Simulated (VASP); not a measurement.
Runs of VASP 6.6.1 on Se. The structure is that of space group P6/mmm (No. 191), or close to it. The cells are those of the table. This isn't the form of Se at room conditions, which is trigonal, of chains.

| task | cell | k mesh | cutoff (eV) | gap on the mesh (eV) | pressure (GPa) |
| --- | --- | --- | --- | --- | --- |
| single point | a = 4.710, b = 4.710, c = 3.456 Å, angles 90.0, 90.0, 120.0°, 3 atoms | 10 × 10 × 12 | 520 | none | -0.1 |
| single point | a = 4.646, b = 4.646, c = 3.409 Å, angles 90.0, 90.0, 120.0°, 3 atoms | 9 × 9 × 10 | 520 | none | 2.6 |
| single point | a = 4.772, b = 4.772, c = 3.502 Å, angles 90.0, 90.0, 120.0°, 3 atoms | 9 × 9 × 10 | 520 | none | -2.1 |
| single point | a = 4.832, b = 4.832, c = 3.546 Å, angles 90.0, 90.0, 120.0°, 3 atoms | 9 × 9 × 10 | 520 | none | -3.8 |
| single point | a = 4.710, b = 4.710, c = 3.456 Å, angles 90.0, 90.0, 120.0°, 3 atoms | 7 × 7 × 10 | 520 | none | 0.0 |
| single point | a = 4.513, b = 4.513, c = 3.312 Å, angles 90.0, 90.0, 120.0°, 3 atoms | 9 × 9 × 10 | 520 | none | 10.0 |
| single point | a = 4.581, b = 4.581, c = 3.361 Å, angles 90.0, 90.0, 120.0°, 3 atoms | 9 × 9 × 10 | 520 | none | (b) |
| single point | a = 4.710, b = 4.710, c = 3.456 Å, angles 90.0, 90.0, 120.0°, 3 atoms | 9 × 9 × 10 | 520 | none | -0.1 |
| single point | a = 4.891, b = 4.891, c = 3.589 Å, angles 90.0, 90.0, 120.0°, 3 atoms | 9 × 9 × 10 | 520 | none | (a) |
| relaxation of cell and atoms | relaxed from a = 4.976, b = 4.976, c = 3.051 Å, angles 90.0, 90.0, 120.0°, 3 atoms | 7 × 7 × 10 | 600 | none | 0.0 |

Alike in all rows: level RPBE; potentials or basis VASP PAW PBE potentials, release 64 (Se); no spin polarisation; smearing fermi-dirac 0.1 eV.

Problem. Fill in the values left out.

Solution. (a) -5.1; (b) 5.9.

Caveats: the PAW data sets were made with another functional, which shifts forces and pressure a little; the cell stands under tension (at least some runs); the cell stands under pressure (at least some runs).

A k mesh can miss the band edges, and the runs leave out spin-orbit coupling on Se.

A gap of «none» marks levels without a gap at the run's occupations.
